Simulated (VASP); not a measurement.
# BeZn3Te4 (P-43m) in VASP: relaxation of cell and atoms with PBE

Aim: the relaxation of cell and atoms of BeZn3Te4 with PBE.

Everything below comes from runs of VASP 6.6.1. Logs are shortened: lines on timing, memory, paths and dates and some standing lists are left out, and cuts for length are marked.

### 1 The cell of the first run

Symmetry: P-43m, No. 215, cubic system. Conventional cell: a = 6.048 Å, b = 6.048 Å, c = 6.048 Å, α = 90.00°, β = 90.00°, γ = 90.00°. Be (site symmetry -43m) has 4 Te at 2.49 Å within 3.3 Å. Within 3.5 Å of Zn (site symmetry -42m) lie 4 Te at 2.66 Å. Te (site symmetry 3m) has 1 Be at 2.49 Å and 3 Zn at 2.66 Å within 3.3 Å.

### 2 Relaxation of cell and atoms, PBE

Input file INCAR:

```
PREC = Accurate
ENCUT = 600
EDIFF = 1E-6
ISMEAR = 0
SIGMA = 0.02
LREAL = F
LASPH = T
NELM = 80
ALGO = Normal
ISIF = 3
LWAVE = F
LCHARG = F
GGA = PE
IBRION = 2
NSW = 100
EDIFFG = -0.01
```

Input file KPOINTS:

```
regular mesh
0
Gamma
  6 6 6
```

Input file POSCAR:

```
BeZn3Te4
1.0
    6.0482720000      0.0000000000      0.0000000000
    0.0000000000      6.0482720000      0.0000000000
    0.0000000000      0.0000000000      6.0482720000
Be Zn Te
1 3 4
Direct
    0.5000000000      0.5000000000      0.5000000000
    0.0000000000      0.0000000000      0.5000000000
    0.0000000000      0.5000000000      0.0000000000
    0.5000000000      0.0000000000      0.0000000000
    0.2623040000      0.2623040000      0.2623040000
    0.2623040000      0.7376960000      0.7376960000
    0.7376960000      0.2623040000      0.7376960000
    0.7376960000      0.7376960000      0.2623040000
```

Potentials or basis: VASP PAW PBE potentials, release 64 (Be, Zn, Te).

Command:

```sh
$ cat potpaw_PBE.64/Be/POTCAR potpaw_PBE.64/Zn/POTCAR potpaw_PBE.64/Te/POTCAR > POTCAR
$ mpirun -np 1 vasp_std > vasp.out
```

OUTCAR:

```text
PREC = Accurate
   ENCUT = 600
   EDIFF = 1E-6
   ISMEAR = 0
   LREAL = F
   LASPH = T
   NELM = 80
   ISIF = 3
   GGA = PE
   IBRION = 2
   NSW = 100
   EDIFFG = -0.01

 ion  position               nearest neighbor table
   1  0.500  0.500  0.500-   5 2.49   6 2.49   7 2.49   8 2.49
   2  0.000  0.000  0.500-   5 2.66   6 2.66   7 2.66   8 2.66
   3  0.000  0.500  0.000-   5 2.66   6 2.66   7 2.66   8 2.66
   4  0.500  0.000  0.000-   5 2.66   6 2.66   7 2.66   8 2.66
   5  0.262  0.262  0.262-   1 2.49   2 2.66   3 2.66   4 2.66
   6  0.262  0.738  0.738-   1 2.49   2 2.66   3 2.66   4 2.66
   7  0.738  0.262  0.738-   1 2.49   2 2.66   3 2.66   4 2.66
   8  0.738  0.738  0.262-   1 2.49   2 2.66   3 2.66   4 2.66

  LATTYP: Found a simple cubic cell.
 ALAT       =     6.0482720000

  Lattice vectors:

 A1 = (   6.0482720000,   0.0000000000,   0.0000000000)
 A2 = (   0.0000000000,   6.0482720000,   0.0000000000)
 A3 = (   0.0000000000,   0.0000000000,   6.0482720000)

Analysis of symmetry for initial positions (statically):
=====================================================================
 Subroutine PRICEL returns:
 Original cell was already a primitive cell.

 Routine SETGRP: Setting up the symmetry group for a
 simple cubic supercell.

 Subroutine GETGRP returns: Found 24 space group operations
 (whereof 24 operations were pure point group operations)
 out of a pool of 48 trial point group operations.

The static configuration has the point symmetry T_d .

Analysis of symmetry for dynamics (positions and initial velocities):
=====================================================================
 Subroutine PRICEL returns:
 Original cell was already a primitive cell.

 Routine SETGRP: Setting up the symmetry group for a
 simple cubic supercell.

 Subroutine GETGRP returns: Found 24 space group operations
 (whereof 24 operations were pure point group operations)
 out of a pool of 48 trial point group operations.

The dynamic configuration has the point symmetry T_d .

 Subroutine INISYM returns: Found 24 space group operations
 (whereof 24 operations are pure point group operations),
 and found     1 'primitive' translations

----------------------------------------------------------------------------------------

                                     Primitive cell

  volume of cell :     221.2554

  direct lattice vectors                    reciprocal lattice vectors
     6.048272000  0.000000000  0.000000000     0.165336480  0.000000000  0.000000000
     0.000000000  6.048272000  0.000000000     0.000000000  0.165336480  0.000000000
     0.000000000  0.000000000  6.048272000     0.000000000  0.000000000  0.165336480

  length of vectors
     6.048272000  6.048272000  6.048272000     0.165336480  0.165336480  0.165336480

  position of ions in fractional coordinates (direct lattice)
     0.500000000  0.500000000  0.500000000
     0.000000000  0.000000000  0.500000000
     0.000000000  0.500000000  0.000000000
     0.500000000  0.000000000  0.000000000
     0.262304000  0.262304000  0.262304000
     0.262304000  0.737696000  0.737696000
     0.737696000  0.262304000  0.737696000
     0.737696000  0.737696000  0.262304000

  ion indices of the primitive-cell ions
   primitive index   ion index
                 1           1
                 2           2
                 3           3
                 4           4
[... 81 lines left out ...]
   PSTRESS=    0.0 pullay stress
   NELECT =      62.0000    total number of electrons
   NUPDOWN=      -1.0000    fix difference up-down
   EMIN   =  10.00;   EMAX   =-10.00  energy-range for DOS
   EFERMI =   0.00;   METHOD = LEGACY
   ISMEAR =     0;   SIGMA  =   0.02  broadening in eV -4-tet -1-fermi 0-gaus
   EFERMI_NEDOS =   21; number of points for ismear=-14 and -15
   IALGO  =     38    algorithm
   IMIX   =      4    mixing-type and parameters
     AMIX     =   0.40;   BMIX     =  1.00
     AMIX_MAG =   1.60;   BMIX_MAG =  1.00
  volume/ion in A,a.u.               =      27.66       186.64
  Fermi-wavevector in a.u.,A,eV,Ry     =   1.071291  2.024446 15.614919  1.147664
  Thomas-Fermi vector in A             =   2.207027
   LORBIT       =      0    0 simple, 1 ext, 2 COOP (PROOUT), +10 PAW based schemes
   GGA     = PE    functional components
   LHFCALC =     F    Hartree Fock is set to
   AEXX    =    0.0000 exact exchange contribution
   IVDW    =     0    specifies the selected vdW correction
   LEPSILON=     F    determine dielectric tensor
   LRPA    =     F    only Hartree local field effects (RPA)
 conjugate gradient relaxation of ions
 non-spin polarized calculation
 Gauss-broadening in eV      SIGMA  =   0.02
  energy-cutoff  :      600.00
  volume of cell :      221.26
 maximum number of plane-waves:      7414
   NGX = 25   NGY = 25   NGZ = 25

--------------------------------------- Ionic step        1  -------------------------------------------

 number of electron      62.0000072 magnetization

 Free energy of the ion-electron system (eV)
  ---------------------------------------------------
  ext. energy  EPLUGINS =         0.00000000
  ---------------------------------------------------
  free energy    TOTEN  =       -23.07604147 eV

  energy without entropy =      -23.07604147  energy(sigma->0) =      -23.07604147

------------------------ aborting loop because EDIFF is reached ----------------------------------------

  FORCE on cell =-STRESS in cart. coord.  units (eV):
  Direction    XX          YY          ZZ          XY          YZ          ZX
  --------------------------------------------------------------------------------------
  -------------------------------------------------------------------------------------
  Total        0.1602343      0.1602343      0.1602343     -0.0000000     -0.0000000      0.0000000
  in kB        1.1603048      1.1603048      1.1603048     -0.0000000     -0.0000000      0.0000000
  external PRESSURE =       1.1603048 kB  Pullay stress =       0.0000000 kB

 VOLUME and BASIS-vectors are now :
 -----------------------------------------------------------------------------
  energy-cutoff  :      600.00
  volume of cell :      221.26
      direct lattice vectors                 reciprocal lattice vectors
     6.048272000  0.000000000  0.000000000     0.165336480  0.000000000  0.000000000
     0.000000000  6.048272000  0.000000000     0.000000000  0.165336480  0.000000000
     0.000000000  0.000000000  6.048272000     0.000000000  0.000000000  0.165336480

 POSITION                                       TOTAL-FORCE (eV/Angst)
 -----------------------------------------------------------------------------------
      3.02414      3.02414      3.02414        -0.000000      0.000000     -0.000000
      0.00000      0.00000      3.02414        -0.000000      0.000000      0.000000
      0.00000      3.02414      0.00000        -0.000000      0.000000     -0.000000
      3.02414      0.00000      0.00000        -0.000000      0.000000      0.000000
      1.58649      1.58649      1.58649        -0.008011     -0.008011     -0.008011
      1.58649      4.46179      4.46179        -0.008011      0.008011      0.008011
      4.46179      1.58649      4.46179         0.008011     -0.008011      0.008011
      4.46179      4.46179      1.58649         0.008011      0.008011     -0.008011
 -----------------------------------------------------------------------------------
    total drift:                                0.000000      0.000000      0.000000

  FREE ENERGIE OF THE ION-ELECTRON SYSTEM (eV)
  ---------------------------------------------------
  free  energy   TOTEN  =       -23.0760414672 eV

  energy  without entropy=      -23.0760414672  energy(sigma->0) =      -23.07604147

--------------------------------------- Ionic step        2  -------------------------------------------

 number of electron      62.0000068 magnetization

 Free energy of the ion-electron system (eV)
  ---------------------------------------------------
  ext. energy  EPLUGINS =         0.00000000
  ---------------------------------------------------
  free energy    TOTEN  =       -23.07625315 eV

  energy without entropy =      -23.07625315  energy(sigma->0) =      -23.07625315

 E-fermi :   3.4156     XC(G=0):  -8.8423

 val. band max:        3.2797333322   @ k =   0.0000   0.0000   0.0000
 cond. band min:       4.8816932546   @ k =   0.0000   0.0000   0.0000
 fundamental gap:      1.6019599225
 Fermi energy:         3.4155575218

 k-point     1 :       0.0000    0.0000    0.0000
  band No.  band energies     occupation
      1      -8.4053      2.00000
      2      -7.1597      2.00000
      3      -7.1597      2.00000
      4      -7.1597      2.00000
      5      -3.4662      2.00000
      6      -3.4662      2.00000
[... 789 lines left out ...]
     36       7.9795      0.00000
     37       7.9795      0.00000

------------------------ aborting loop because EDIFF is reached ----------------------------------------

  FORCE on cell =-STRESS in cart. coord.  units (eV):
  Direction    XX          YY          ZZ          XY          YZ          ZX
  --------------------------------------------------------------------------------------
  -------------------------------------------------------------------------------------
  Total       -0.0267951     -0.0267951     -0.0267951      0.0000000      0.0000000     -0.0000000
  in kB       -0.1934697     -0.1934697     -0.1934697      0.0000000      0.0000000     -0.0000000
  external PRESSURE =      -0.1934697 kB  Pullay stress =       0.0000000 kB

 VOLUME and BASIS-vectors are now :
 -----------------------------------------------------------------------------
  energy-cutoff  :      600.00
  volume of cell :      221.90
      direct lattice vectors                 reciprocal lattice vectors
     6.054116239  0.000000000  0.000000000     0.165176875  0.000000000  0.000000000
    -0.000000000  6.054116239 -0.000000000    -0.000000000  0.165176875  0.000000000
    -0.000000000 -0.000000000  6.054116239    -0.000000000  0.000000000  0.165176875

 POSITION                                       TOTAL-FORCE (eV/Angst)
 -----------------------------------------------------------------------------------
      3.02706      3.02706      3.02706        -0.000000     -0.000000     -0.000000
      6.05412     -0.00000      3.02706        -0.000000     -0.000000     -0.000000
      6.05412      3.02706      6.05412        -0.000000     -0.000000     -0.000000
      3.02706      0.00000      0.00000        -0.000000     -0.000000     -0.000000
      1.58763      1.58763      1.58763        -0.005439     -0.005439     -0.005439
      1.58763      4.46648      4.46648        -0.005439      0.005439      0.005439
      4.46648      1.58763      4.46648         0.005439     -0.005439      0.005439
      4.46648      4.46648      1.58763         0.005439      0.005439     -0.005439
 -----------------------------------------------------------------------------------
    total drift:                                0.000000      0.000000      0.000000

  FREE ENERGIE OF THE ION-ELECTRON SYSTEM (eV)
  ---------------------------------------------------
  free  energy   TOTEN  =       -23.0762531508 eV

  energy  without entropy=      -23.0762531508  energy(sigma->0) =      -23.07625315

 reached required accuracy - stopping structural energy minimisation
```

It took 3.4 min on 1 thread of AMD EPYC 7R43 (Zen 3), shared host; peak memory 0.42 GiB.

Results:

```yaml
Free_energy: -23.0763 eV
Relaxed_volume: 27.74 Å³/atom
Relaxed_cell: a = 6.054 Å, b = 6.054 Å, c = 6.054 Å, α = 90.00°, β = 90.00°, γ = 90.00°
Space_group_after_relaxing_to_0.1_Å: P-43m (No. 215)
Energy_gained_by_relaxing: 0.0 meV/atom
Ionic_steps: 2
Pressure_after_relaxing: 0.0 GPa
Largest_force_after_relaxing: 0.009 eV/Å
Band_gap_on_the_k_mesh: 1.60 eV
```

Forces in eV/Å, atoms in the order of the input:
```
Be   0.000  0.000  0.000
Zn   0.000  0.000  0.000
Zn   0.000  0.000  0.000
Zn   0.000  0.000  0.000
Te  -0.005 -0.005 -0.005
Te  -0.005  0.005  0.005
Te   0.005 -0.005  0.005
Te   0.005  0.005 -0.005
```

Step by step:
| step | energy change (eV) | largest force (eV/Å) | pressure (GPa) | volume (Å³) |
| --- | --- | --- | --- | --- |
| 1 | 0.0000 | 0.0139 | 0.12 | 221.26 |
| 2 | -0.0002 | 0.0094 | -0.02 | 221.90 |

Final structure:
```xyz
8
Lattice="6.0541 0.0000 0.0000 0.0000 6.0541 0.0000 0.0000 0.0000 6.0541" Properties=species:S:1:pos:R:3 pbc="T T T"
Be    3.0271    3.0271    3.0271
Zn    6.0541    0.0000    3.0271
Zn    6.0541    3.0271    6.0541
Zn    3.0271    0.0000    0.0000
Te    1.5876    1.5876    1.5876
Te    1.5876    4.4665    4.4665
Te    4.4665    1.5876    4.4665
Te    4.4665    4.4665    1.5876
```

Caveat: spin-orbit coupling is left out, which moves the levels of the heavy elements. A k mesh can miss the band edges.
